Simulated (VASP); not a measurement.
# BeTe (P4/nmm) in VASP: vibrations by perturbation theory with PBE

Aim: the vibrations by perturbation theory of BeTe with PBE.

Everything below comes from runs of VASP 6.6.1. Logs are shortened: lines on timing, memory, paths and dates and some standing lists are left out, and cuts for length are marked.

**1. The cell of the first run**

Symmetry: P4/nmm, No. 129, tetragonal system. The conventional cell has a = 3.912 Å, b = 3.912 Å, c = 7.428 Å, α = 90.00°, β = 90.00°, γ = 90.00°. Within 3.3 Å of Be (site symmetry -4m2) lie 4 Te at 2.48 Å and 4 Be at 2.77 Å. Te (site symmetry 4mm) has 4 Be at 2.48 Å within 3.3 Å.

**2. Vibrations by perturbation theory, PBE**

File INCAR:

```
SYSTEM = BeTe
PREC     = Accurate       ! precision mode
ENCUT    = 520            ! plane-wave cutoff, eV
EDIFF    = 1E-8           ! SCF threshold, eV
ISMEAR   = 0              ! smearing method
SIGMA    = 0.01           ! smearing width, eV
LREAL    = .False.        ! projectors in reciprocal space
LASPH    = .True.         ! aspherical terms in the spheres
NELM     = 60             ! most SCF steps
ALGO     = Normal         ! electronic algorithm
ISIF     = 2              ! what is computed and relaxed
LWAVE    = .False.        ! write WAVECAR
LCHARG   = .False.        ! write CHGCAR
GGA      = PE             ! functional
IBRION   = 8              ! ionic algorithm
NSW      = 1              ! ionic steps
LEPSILON = .True.         ! dielectric tensor by DFPT
```

File KPOINTS:

```
regular mesh
0
Gamma
  8 8 4
  0 0 0
```

File POSCAR:

```
BeTe
1.0
    3.9119157108      0.0000000000      0.0000000000
    0.0000000000      3.9119157108      0.0000000000
    0.0000000000      0.0000000000      7.4276817454
Be Te
2 2
Direct
    0.0000000000      0.0000000000      0.5000000000
    0.5000000000      0.5000000000      0.5000000000
    0.5000000000      0.0000000000      0.7061118088
    0.0000000000      0.5000000000      0.2938881912
```

Potentials or basis: VASP PAW PBE potentials, release 64 (Be, Te).

Launch:

```bash
> cat potpaw_PBE.64/Be/POTCAR potpaw_PBE.64/Te/POTCAR > POTCAR
> mpirun -np 1 vasp_std > vasp.out
```

OUTCAR:

```text
SYSTEM = BeTe
   PREC = Accurate
   ENCUT = 520
   EDIFF = 1E-8
   ISMEAR = 0
   LREAL = .False.
   LASPH = .True.
   NELM = 60
   ISIF = 2
   GGA = PE
   IBRION = 8
   NSW = 1
   LEPSILON = .True.

 ion  position               nearest neighbor table
   1  0.000  0.000  0.500-   3 2.48   4 2.48   4 2.48   3 2.48
   2  0.500  0.500  0.500-   3 2.48   4 2.48   3 2.48   4 2.48
   3  0.500  0.000  0.706-   1 2.48   2 2.48   2 2.48   1 2.48
   4  0.000  0.500  0.294-   1 2.48   2 2.48   1 2.48   2 2.48

  LATTYP: Found a simple tetragonal cell.
 ALAT       =     3.9119157108
 C/A-ratio  =     1.8987325634

  Lattice vectors:

 A1 = (   3.9119157108,   0.0000000000,   0.0000000000)
 A2 = (   0.0000000000,   3.9119157108,   0.0000000000)
 A3 = (   0.0000000000,   0.0000000000,   7.4276817454)

Analysis of symmetry for initial positions (statically):
=====================================================================
 Subroutine PRICEL returns:
 Original cell was already a primitive cell.

 Routine SETGRP: Setting up the symmetry group for a
 simple tetragonal supercell.

 Subroutine GETGRP returns: Found 16 space group operations
 (whereof  8 operations were pure point group operations)
 out of a pool of 16 trial point group operations.

The static configuration has the point symmetry D_2d.
 The point group associated with its full space group is D_4h.

Analysis of symmetry for dynamics (positions and initial velocities):
=====================================================================
 Subroutine PRICEL returns:
 Original cell was already a primitive cell.

 Routine SETGRP: Setting up the symmetry group for a
 simple tetragonal supercell.

 Subroutine GETGRP returns: Found 16 space group operations
 (whereof  8 operations were pure point group operations)
 out of a pool of 16 trial point group operations.

The dynamic configuration has the point symmetry D_2d.
 The point group associated with its full space group is D_4h.

 Subroutine INISYM returns: Found 16 space group operations
 (whereof  8 operations are pure point group operations),
 and found     1 'primitive' translations

----------------------------------------------------------------------------------------

                                     Primitive cell

  volume of cell :     113.6664

  direct lattice vectors                    reciprocal lattice vectors
     3.911915711  0.000000000  0.000000000     0.255629230  0.000000000  0.000000000
     0.000000000  3.911915711  0.000000000     0.000000000  0.255629230  0.000000000
     0.000000000  0.000000000  7.427681745     0.000000000  0.000000000  0.134631509

  length of vectors
     3.911915711  3.911915711  7.427681745     0.255629230  0.255629230  0.134631509

  position of ions in fractional coordinates (direct lattice)
     0.000000000  0.000000000  0.500000000
     0.500000000  0.500000000  0.500000000
     0.500000000  0.000000000  0.706111809
     0.000000000  0.500000000  0.293888191

  ion indices of the primitive-cell ions
   primitive index   ion index
                 1           1
                 2           2
                 3           3
                 4           4

----------------------------------------------------------------------------------------

 KPOINTS: regular mesh

Automatic generation of k-mesh.
 Grid dimensions read from file:
 generate k-points for:    8    8    4

 Generating k-lattice:

  Cartesian coordinates                     Fractional coordinates (reciprocal lattice)
[... 521 lines left out ...]

------------------------ aborting loop because EDIFF is reached ----------------------------------------

--------------------------------------- Ionic step        3  -------------------------------------------

------------------------ aborting loop because EDIFF is reached ----------------------------------------

 PIEZOELECTRIC TENSOR FIELD DIRECTION 3  (e Angst)
 -----------------------------------------------------------------------------
    -0.00035  0.00000  0.00000           ( -0.00000  0.00000  0.00000)
     0.00000 -0.00035  0.00000           (  0.00000 -0.00000  0.00000)
     0.00000  0.00000  0.00053           (  0.00000  0.00000  0.00000)

 PIEZOELECTRIC TENSOR FIELD DIRECTION 3  (C/m^2)
 -----------------------------------------------------------------------------
    -0.00005  0.00000  0.00000
     0.00000 -0.00005  0.00000
     0.00000  0.00000  0.00007

[... ionic steps 4 to 9 ...]

--------------------------------------- Ionic step       10  -------------------------------------------

------------------------ aborting loop because EDIFF is reached ----------------------------------------

[... ionic steps 11 to 11 ...]

--------------------------------------- Ionic step       12  -------------------------------------------

 Free energy of the ion-electron system (eV)
  ---------------------------------------------------
  ---------------------------------------------------
  free energy    TOTEN  =        -0.06178688 eV

  energy without entropy =       -0.06178688

------------------------ aborting loop because EDIFF is reached ----------------------------------------

 INTERNAL STRAIN TENSOR  FOR ION    3  DIRECTION 3   (eV/Angst):
 -----------------------------------------------------------------------------
    -6.23520  0.00000  0.00000
     0.00000 -6.23520  0.00000
     0.00000  0.00000-16.68282

 MACROSCOPIC STATIC DIELECTRIC TENSOR (including local field effects in DFT)
 ------------------------------------------------------
           6.394516    -0.000000     0.000000
           0.000000     6.394516     0.000000
           0.000000     0.000000     3.503844
 ------------------------------------------------------

 PIEZOELECTRIC TENSOR (including local field effects)  for field in x, y, z        (e  Angst)
          XX          YY          ZZ          XY          YZ          ZX
  --------------------------------------------------------------------------------
  x    -0.00000     0.00000     0.00000     0.00000     0.00000     0.00000
  y    -0.00000     0.00000     0.00000     0.00000     0.00000     0.00000
  z     0.00000     0.00000     0.00000     0.00000     0.00000     0.00000

 PIEZOELECTRIC TENSOR (including local field effects)  for field in x, y, z        (C/m^2)
          XX          YY          ZZ          XY          YZ          ZX
  --------------------------------------------------------------------------------
  x    -0.00000     0.00000     0.00000     0.00000     0.00000     0.00000
  y    -0.00000     0.00000     0.00000     0.00000     0.00000     0.00000
  z     0.00000     0.00000     0.00000     0.00000     0.00000     0.00000

 BORN EFFECTIVE CHARGES (including local field effects) (in |e|, cummulative output)
 ---------------------------------------------------------------------------------
 ion    1
    1     1.74533     0.00000     0.00000
    2     0.00000     1.74533     0.00000
    3     0.00000     0.00000     0.25736
 ion    2
    1     1.74533     0.00000     0.00000
    2     0.00000     1.74533     0.00000
    3     0.00000     0.00000     0.25736
 ion    3
    1    -1.74533     0.00000     0.00000
    2     0.00000    -1.74533    -0.00000
    3     0.00000     0.00000    -0.25736
 ion    4
    1    -1.74533     0.00000     0.00000
    2     0.00000    -1.74533     0.00000
    3     0.00000     0.00000    -0.25736

 INTERNAL STRAIN TENSOR FOR ION    4 for displacements in x,y,z  (eV/Angst):
          X           Y           Z          XY          YZ          ZX
  --------------------------------------------------------------------------------
  x     0.00000     0.00000     0.00000     0.00000     0.00000     6.50389
  y     0.00000     0.00000     0.00000     0.00000     6.56001     0.00000
  z     6.23520     6.23520    16.68282     0.00000     0.00000     0.00000

 SECOND DERIVATIVES (NOT SYMMETRIZED)
 ------------------------------------
               1X          1Y          1Z          2X          2Y          2Z          3X          3Y          3Z          4X          4Y          4Z
  1X    -4.080637    0.000000    0.000000    0.596477    0.000000    0.000000    3.443630    0.000000    0.000000    0.040531    0.000000    0.000000
  1Y     0.000000   -4.080637    0.000000    0.000000    0.596477    0.000000    0.000000    0.040531    0.000000    0.000000    3.443630    0.000000
  1Z     0.000000    0.000000   -7.404920    0.000000    0.000000   -1.867814    0.000000    0.000000    4.636367    0.000000    0.000000    4.636367
  2X     0.596477    0.000000    0.000000   -4.080637    0.000000    0.000000    0.040531    0.000000    0.000000    3.443630    0.000000    0.000000
  2Y     0.000000    0.596477    0.000000    0.000000   -4.080637    0.000000    0.000000    3.443630    0.000000    0.000000    0.040531    0.000000
  2Z     0.000000    0.000000   -1.867814    0.000000    0.000000   -7.404920    0.000000    0.000000    4.636367    0.000000    0.000000    4.636367
  3X     3.453167    0.000000    0.000000    0.029897    0.000000    0.000000   -4.043780    0.000000    0.000000    0.560716    0.000000    0.000000
  3Y     0.000000    0.029897    0.000000    0.000000    3.453167    0.000000    0.000000   -4.043780    0.000000    0.000000    0.560716    0.000000
  3Z     0.000000    0.000000    4.636836    0.000000    0.000000    4.636836    0.000000    0.000000  -10.130296    0.000000    0.000000    0.856623
  4X     0.029897    0.000000    0.000000    3.453167    0.000000    0.000000    0.560716    0.000000    0.000000   -4.043780    0.000000    0.000000
  4Y     0.000000    3.453167    0.000000    0.000000    0.029897    0.000000    0.000000    0.560716    0.000000    0.000000   -4.043780    0.000000
  4Z     0.000000    0.000000    4.636836    0.000000    0.000000    4.636836    0.000000    0.000000    0.856623    0.000000    0.000000  -10.130296

 Eigenvectors and eigenvalues of the dynamical matrix
 ----------------------------------------------------

   1 f  =   16.407487 THz   103.091283 2PiTHz  547.294863 cm-1    67.855884 meV
             X         Y         Z           dx          dy          dz
      0.000000  0.000000  3.713841    -0.000000   -0.000000   -0.683381
      1.955958  1.955958  3.713841    -0.000000   -0.000000   -0.683381
      1.955958  0.000000  5.244774    -0.000000   -0.000000    0.181633
      0.000000  1.955958  2.182908    -0.000000   -0.000000    0.181633
[... 71 lines left out ...]
  12 f/i=    0.000393 THz     0.002469 2PiTHz    0.013106 cm-1     0.001625 meV
             X         Y         Z           dx          dy          dz
      0.000000  0.000000  3.713841    -0.178538    0.033196    0.000000
      1.955958  1.955958  3.713841    -0.178538    0.033196    0.000000
      1.955958  0.000000  5.244774    -0.671875    0.124923    0.000000
      0.000000  1.955958  2.182908    -0.671875    0.124923    0.000000

--------------------------------------------------------------------------------------------------------

 MACROSCOPIC STATIC DIELECTRIC TENSOR IONIC CONTRIBUTION
 ------------------------------------------------------
           2.784128    -0.000000     0.000000
          -0.000000     2.784128     0.000000
           0.000000     0.000000     0.022741
 ------------------------------------------------------

 ELASTIC MODULI CONTR FROM IONIC RELAXATION (kBar)
 Direction    XX          YY          ZZ          XY          YZ          ZX
 --------------------------------------------------------------------------------
 XX        -129.8310    -69.6783   -266.9023      0.0000      0.0000      0.0000
 YY         -69.6783   -129.8310   -266.9023      0.0000      0.0000     -0.0000
 ZZ        -266.9023   -266.9023   -714.1205      0.0000      0.0000      0.0000
 XY           0.0000      0.0000      0.0000      0.0000      0.0000      0.0000
 YZ           0.0000      0.0000      0.0000      0.0000   -264.7849      0.0000
 ZX           0.0000     -0.0000      0.0000      0.0000     -0.0000   -260.3943
 --------------------------------------------------------------------------------

 PIEZOELECTRIC TENSOR IONIC CONTR  for field in x, y, z        (C/m^2)
          XX          YY          ZZ          XY          YZ          ZX
  --------------------------------------------------------------------------------
  x     0.00000     0.00000     0.00000     0.00000     0.00000     0.00000
  y     0.00000     0.00000     0.00000     0.00000     0.00000     0.00000
  z    -0.00000     0.00000     0.00000     0.00000     0.00000    -0.00000
```

Wall time 36 min (1 thread of Intel Xeon 8259CL, shared host); peak memory 0.52 GiB.

Results:

```
Electronic dielectric tensor (diagonal)                 : 6.39, 6.39, 3.50
Born charges (mean of the diagonal)                     : Be +1.25; Te -1.25 e
Highest phonon frequency at Γ, LO-TO splitting left out : 547 cm⁻¹
```

Phonon frequencies in cm⁻¹ (negative: imaginary):
```tsv
q point	frequencies
(0.000, 0.000, 0.000)	0 0 0 66 66 153 335 335 383 383 409 547
```

Electronic dielectric tensor:
```
6.39 0.00 0.00
0.00 6.39 0.00
0.00 0.00 3.50
```

Born effective charge tensors (e):
atom 1, Be
```
1.75 0.00 0.00
0.00 1.75 0.00
0.00 0.00 0.26
```
atom 2, Be
```
1.75 0.00 0.00
0.00 1.75 0.00
0.00 0.00 0.26
```
atom 3, Te
```
-1.75  0.00  0.00
 0.00 -1.75  0.00
 0.00  0.00 -0.26
```
atom 4, Te
```
-1.75  0.00  0.00
 0.00 -1.75  0.00
 0.00  0.00 -0.26
```

Caveat: spin-orbit coupling is left out, which moves the levels of the heavy elements.
